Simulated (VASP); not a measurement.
# Si2Mo: single point with r2SCAN+D4

Crystal: Si2Mo.

```xyz
3
Lattice="-1.5844 1.5844 3.8766 1.5844 -1.5844 3.8766 1.5844 1.5844 -3.8766" Properties=species:S:1:pos:R:3 pbc="T T T"
Si    0.0000    0.0000    2.5980
Si    0.0000    0.0000    5.1551
Mo    0.0000    0.0000    0.0000
```

This cell differs from its parent crystal: volume scaled by 0.98.

- Program: VASP 6.6.1
- Task: single point
- Functional: r2SCAN
- Dispersion: D4
- Potentials or basis: VASP PAW PBE potentials, release 64 (Si, Mo_sv)
- Cutoff: 520 eV
- k mesh: 10 × 10 × 10
- Occupations: gaussian, width 0.05 eV
- Spin: no spin polarisation

```yaml
Pressure: 5.2 GPa
Largest_force: 0.017 eV/Å
Band_gap_on_the_k_mesh: zero (band 11 reaches 13.23 eV, above the bottom of band 12 at 12.20 eV)
Dispersion_energy_per_atom: -0.197 eV
```

Forces on the atoms (eV/Å):
```
Si   0.000  0.000 -0.017
Si   0.000  0.000  0.017
Mo   0.000  0.000  0.000
```

Stress tensor (GPa, compression positive):
```
5.22 0.00 0.00
0.00 5.22 0.00
0.00 0.00 5.10
```

Levels at points of the mesh, in eV from the Fermi level:
| k point | band 8 | band 9 | band 10 | band 11 | band 12 | band 13 | band 14 | band 15 |
| --- | --- | --- | --- | --- | --- | --- | --- | --- |
| (0.00, 0.00, 0.00) | -3.16 | -2.79 | -2.79 | 0.47 | 3.36 | 3.77 | 3.88 | 3.88 |
| (0.50, 0.00, 0.00) | -4.82 | -2.76 | -2.68 | -0.49 | 2.74 | 3.43 | 4.64 | 4.80 |
| (0.50, 0.50, 0.00) | -5.26 | -4.73 | -3.29 | -1.28 | 2.82 | 3.26 | 3.64 | 3.77 |
| (0.50, 0.50, 0.50) | -2.27 | -0.54 | -0.54 | -0.45 | -0.45 | 0.63 | 5.35 | 6.27 |

Wall time 2.3 min on 1 thread of Intel(R) Xeon(R) 6975P-C (Granite Rapids), on a shared host, peak memory 0.26 GiB.

Caveat: the PAW data sets were made with another functional, which shifts forces and pressure a little; pairwise dispersion overbinds metals, which lowers pressure and volume.
